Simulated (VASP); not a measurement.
# TiO2 (P4_2/mnm) in VASP: dielectric tensor with PBE

Aim: the dielectric tensor of TiO2 with PBE.

Everything below comes from runs of VASP 6.6.1. Logs are shortened: lines on timing, memory, paths and dates and some standing lists are left out, and cuts for length are marked.

## Step 1: The cell of the first run

The structure is tetragonal, space group P4_2/mnm (No. 136). The conventional cell has a = 4.600 Å, b = 4.600 Å, c = 2.959 Å, α = 90.00°, β = 90.00°, γ = 90.00°. Ti (site symmetry mmm) has 6 O at 1.95 to 1.98 Å within 2.6 Å. O (site symmetry m2m) has 3 Ti at 1.95 to 1.98 Å and 1 O at 2.55 Å within 2.6 Å.

## Step 2: Dielectric tensor, PBE

INCAR

```
ALGO = Normal
EDIFF = 1E-8
ENCUT = 520
GGA = PE
ISIF = 2
ISMEAR = 0
LASPH = T
LCHARG = F
LEPSILON = T
LREAL = F
LWAVE = F
NELM = 80
PREC = Accurate
SIGMA = 0.01
```

KPOINTS

```
k-points
0
Gamma
  6 6 8
```

POSCAR

```
TiO2
1.0
    4.5998373239      0.0000000000      0.0000000000
    0.0000000000      4.5998373239      0.0000000000
    0.0000000000      0.0000000000      2.9592135600
Ti O
2 4
Direct
    0.0000000000      0.0000000000      0.5000000000
    0.5000000000      0.5000000000      0.0000000000
    0.3043213200      0.3043213200      0.5000000000
    0.1956786800      0.8043213200      0.0000000000
    0.8043213200      0.1956786800      0.0000000000
    0.6956786800      0.6956786800      0.5000000000
```

Potentials or basis: VASP PAW PBE potentials, release 64 (Ti_sv, O).

Launch:

```sh
> cat potpaw_PBE.64/Ti_sv/POTCAR potpaw_PBE.64/O/POTCAR > POTCAR
> mpirun -np 1 vasp_std > vasp.out
```

OUTCAR:

```text
EDIFF = 1E-8
   ENCUT = 520
   GGA = PE
   ISIF = 2
   ISMEAR = 0
   LASPH = T
   LEPSILON = T
   LREAL = F
   NELM = 80
   PREC = Accurate

 ion  position               nearest neighbor table
   1  0.000  0.000  0.500-   4 1.95   5 1.95   4 1.95   5 1.95   3 1.98   6 1.98
   2  0.500  0.500  0.000-   3 1.95   6 1.95   3 1.95   6 1.95   5 1.98   4 1.98
   3  0.304  0.304  0.500-   2 1.95   2 1.95   1 1.98
   4  0.196  0.804  0.000-   1 1.95   1 1.95   2 1.98
   5  0.804  0.196  0.000-   1 1.95   1 1.95   2 1.98
   6  0.696  0.696  0.500-   2 1.95   2 1.95   1 1.98

  LATTYP: Found a simple tetragonal cell.
 ALAT       =     4.5998373239
 C/A-ratio  =     0.6433300466

  Lattice vectors:

 A1 = (   4.5998373239,   0.0000000000,   0.0000000000)
 A2 = (   0.0000000000,   4.5998373239,   0.0000000000)
 A3 = (   0.0000000000,   0.0000000000,   2.9592135600)

Analysis of symmetry for initial positions (statically):
=====================================================================
 Subroutine PRICEL returns:
 Original cell was already a primitive cell.

 Routine SETGRP: Setting up the symmetry group for a
 simple tetragonal supercell.

 Subroutine GETGRP returns: Found 16 space group operations
 (whereof  8 operations were pure point group operations)
 out of a pool of 16 trial point group operations.

The static configuration has the point symmetry D_2h.
 The point group associated with its full space group is D_4h.

Analysis of symmetry for dynamics (positions and initial velocities):
=====================================================================
 Subroutine PRICEL returns:
 Original cell was already a primitive cell.

 Routine SETGRP: Setting up the symmetry group for a
 simple tetragonal supercell.

 Subroutine GETGRP returns: Found 16 space group operations
 (whereof  8 operations were pure point group operations)
 out of a pool of 16 trial point group operations.

The dynamic configuration has the point symmetry D_2h.
 The point group associated with its full space group is D_4h.

 Subroutine INISYM returns: Found 16 space group operations
 (whereof  8 operations are pure point group operations),
 and found     1 'primitive' translations

----------------------------------------------------------------------------------------

                                     Primitive cell

  volume of cell :      62.6125

  direct lattice vectors                    reciprocal lattice vectors
     4.599837324  0.000000000  0.000000000     0.217398993  0.000000000  0.000000000
     0.000000000  4.599837324  0.000000000     0.000000000  0.217398993  0.000000000
     0.000000000  0.000000000  2.959213560     0.000000000  0.000000000  0.337927622

  length of vectors
     4.599837324  4.599837324  2.959213560     0.217398993  0.217398993  0.337927622

  position of ions in fractional coordinates (direct lattice)
     0.000000000  0.000000000  0.500000000
     0.500000000  0.500000000  0.000000000
     0.304321320  0.304321320  0.500000000
     0.195678680  0.804321320  0.000000000
     0.804321320  0.195678680  0.000000000
     0.695678680  0.695678680  0.500000000

  ion indices of the primitive-cell ions
   primitive index   ion index
                 1           1
                 2           2
                 3           3
                 4           4
                 5           5
                 6           6

----------------------------------------------------------------------------------------

 KPOINTS: k-points

Automatic generation of k-mesh.
 Grid dimensions read from file:
[... 99 lines left out ...]
  volume of cell :       62.61
 maximum number of plane-waves:      1720
 NGX is ok and might be reduce to    36
   NGX = 17   NGY = 17   NGZ = 11

--------------------------------------- Ionic step        1  -------------------------------------------

 number of electron      48.0000021 magnetization

 E-fermi :   4.9671     XC(G=0): -11.3977

 val. band max:        4.8286174447   @ k =   0.0000   0.0000   0.0000
 cond. band min:       6.6671681336   @ k =   0.0000   0.0000   0.0000
 fundamental gap:      1.8385506890
 Fermi energy:         4.9670856097

 k-point     1 :       0.0000    0.0000    0.0000
  band No.  band energies     occupation
      1     -52.1128      2.00000
      2     -52.0960      2.00000
      3     -28.4174      2.00000
      4     -28.4174      2.00000
      5     -28.2546      2.00000
      6     -28.2546      2.00000
[... 733 lines left out ...]
     27       7.9878      0.00000
     28       7.9878      0.00000

 [... further k-points ...]

  FORCE on cell =-STRESS in cart. coord.  units (eV):
  Direction    XX          YY          ZZ          XY          YZ          ZX
  --------------------------------------------------------------------------------------
  -------------------------------------------------------------------------------------
  Total        1.9957236      1.9957236      1.7931843      0.0000000      0.0000000      0.0000000
  in kB       51.0681028     51.0681028     45.8853707      0.0000000      0.0000000      0.0000000
  external PRESSURE =      49.3405254 kB  Pullay stress =       0.0000000 kB

 VOLUME and BASIS-vectors are now :
 -----------------------------------------------------------------------------
  energy-cutoff  :      520.00
  volume of cell :       62.61
      direct lattice vectors                 reciprocal lattice vectors
     4.599837324  0.000000000  0.000000000     0.217398993  0.000000000  0.000000000
     0.000000000  4.599837324  0.000000000     0.000000000  0.217398993  0.000000000
     0.000000000  0.000000000  2.959213560     0.000000000  0.000000000  0.337927622

 POSITION                                       TOTAL-FORCE (eV/Angst)
 -----------------------------------------------------------------------------------
      0.00000      0.00000      1.47961         0.000000     -0.000000      0.000000
      2.29992      2.29992      0.00000         0.000000     -0.000000      0.000000
      1.39983      1.39983      1.47961        -0.014787     -0.014787      0.000000
      0.90009      3.69975      0.00000         0.014787     -0.014787      0.000000
      3.69975      0.90009      0.00000        -0.014787      0.014787     -0.000000
      3.20001      3.20001      1.47961         0.014787      0.014787     -0.000000
 -----------------------------------------------------------------------------------
    total drift:                                0.000000      0.000000      0.000000

  FREE ENERGIE OF THE ION-ELECTRON SYSTEM (eV)
  ---------------------------------------------------
  free  energy   TOTEN  =       -53.6523053991 eV

  energy  without entropy=      -53.6523053991  energy(sigma->0) =      -53.65230540

 HEAD OF MICROSCOPIC STATIC DIELECTRIC TENSOR (INDEPENDENT PARTICLE, excluding Hartree and local field effects)
 ------------------------------------------------------
           7.638049    -0.000000     0.000000
          -0.000000     7.638049     0.000000
           0.000000     0.000000     8.977902
 ------------------------------------------------------

 Free energy of the ion-electron system (eV)
  ---------------------------------------------------
  ---------------------------------------------------
  free energy    TOTEN  =        -1.16804187 eV

  energy without entropy =       -1.16804187

------------------------ aborting loop because EDIFF is reached ----------------------------------------

--------------------------------------- Ionic step        2  -------------------------------------------

------------------------ aborting loop because EDIFF is reached ----------------------------------------

--------------------------------------- Ionic step        3  -------------------------------------------

 Free energy of the ion-electron system (eV)
  ---------------------------------------------------
  ---------------------------------------------------
  free energy    TOTEN  =        -1.42793601 eV

  energy without entropy =       -1.42793601

------------------------ aborting loop because EDIFF is reached ----------------------------------------

 PIEZOELECTRIC TENSOR FIELD DIRECTION 3  (e Angst)
 -----------------------------------------------------------------------------
    -0.00063 -0.00000  0.00000           (  0.00016 -0.00000  0.00000)
    -0.00000 -0.00063  0.00000           ( -0.00000  0.00016  0.00000)
     0.00000  0.00000 -0.00062           (  0.00000  0.00000 -0.00040)

 PIEZOELECTRIC TENSOR FIELD DIRECTION 3  (C/m^2)
 -----------------------------------------------------------------------------
    -0.00016 -0.00000  0.00000
    -0.00000 -0.00016  0.00000
     0.00000  0.00000 -0.00016

 MACROSCOPIC STATIC DIELECTRIC TENSOR (including local field effects in DFT)
 ------------------------------------------------------
           7.438134    -0.000000     0.000000
           0.000000     7.438134     0.000000
           0.000000     0.000000     8.866205
 ------------------------------------------------------

 PIEZOELECTRIC TENSOR (including local field effects)  for field in x, y, z        (e  Angst)
          XX          YY          ZZ          XY          YZ          ZX
  --------------------------------------------------------------------------------
  x     0.00000     0.00000     0.00000     0.00000     0.00000     0.00000
  y     0.00000     0.00000     0.00000     0.00000     0.00000     0.00000
  z     0.00000     0.00000     0.00000     0.00000     0.00000     0.00000

 PIEZOELECTRIC TENSOR (including local field effects)  for field in x, y, z        (C/m^2)
          XX          YY          ZZ          XY          YZ          ZX
  --------------------------------------------------------------------------------
  x     0.00000     0.00000     0.00000     0.00000     0.00000     0.00000
  y     0.00000     0.00000     0.00000     0.00000     0.00000     0.00000
  z     0.00000     0.00000     0.00000     0.00000     0.00000     0.00000

 BORN EFFECTIVE CHARGES (including local field effects) (in |e|, cummulative output)
 ---------------------------------------------------------------------------------
 ion    1
    1     6.33166     1.03972     0.00000
    2     1.03972     6.33166     0.00000
    3     0.00000     0.00000     7.70120
 ion    2
    1     6.33166    -1.03972     0.00000
    2    -1.03972     6.33166     0.00000
    3     0.00000     0.00000     7.70120
 ion    3
    1    -3.16583    -1.81518     0.00000
    2    -1.81518    -3.16583     0.00000
    3     0.00000     0.00000    -3.85060
 ion    4
    1    -3.16583     1.81518     0.00000
    2     1.81518    -3.16583     0.00000
    3     0.00000     0.00000    -3.85060
 ion    5
    1    -3.16583     1.81518     0.00000
    2     1.81518    -3.16583     0.00000
    3     0.00000     0.00000    -3.85060
 ion    6
    1    -3.16583    -1.81518     0.00000
    2    -1.81518    -3.16583     0.00000
    3     0.00000     0.00000    -3.85060
```

It took 16 min on 1 thread of Intel Xeon Platinum 8488C (Sapphire Rapids), shared host; peak memory 0.48 GiB.

What came out:

```yaml
Band_gap_on_the_k_mesh: 1.84 eV
Electronic_dielectric_tensor_diagonal: 7.44, 7.44, 8.87
Born_charges_mean_of_the_diagonal: Ti +6.79; O -3.39 e
```

Electronic dielectric tensor:
```
7.44 0.00 0.00
0.00 7.44 0.00
0.00 0.00 8.87
```

Born effective charge tensors (e):
atom 1, Ti
```
6.33 1.04 0.00
1.04 6.33 0.00
0.00 0.00 7.70
```
atom 2, Ti
```
 6.33 -1.04  0.00
-1.04  6.33  0.00
 0.00  0.00  7.70
```
atom 3, O
```
-3.17 -1.82  0.00
-1.82 -3.17  0.00
 0.00  0.00 -3.85
```
atom 4, O
```
-3.17  1.82  0.00
 1.82 -3.17  0.00
 0.00  0.00 -3.85
```
atom 5, O
```
-3.17  1.82  0.00
 1.82 -3.17  0.00
 0.00  0.00 -3.85
```
atom 6, O
```
-3.17 -1.82  0.00
-1.82 -3.17  0.00
 0.00  0.00 -3.85
```

A k mesh can miss the band edges.
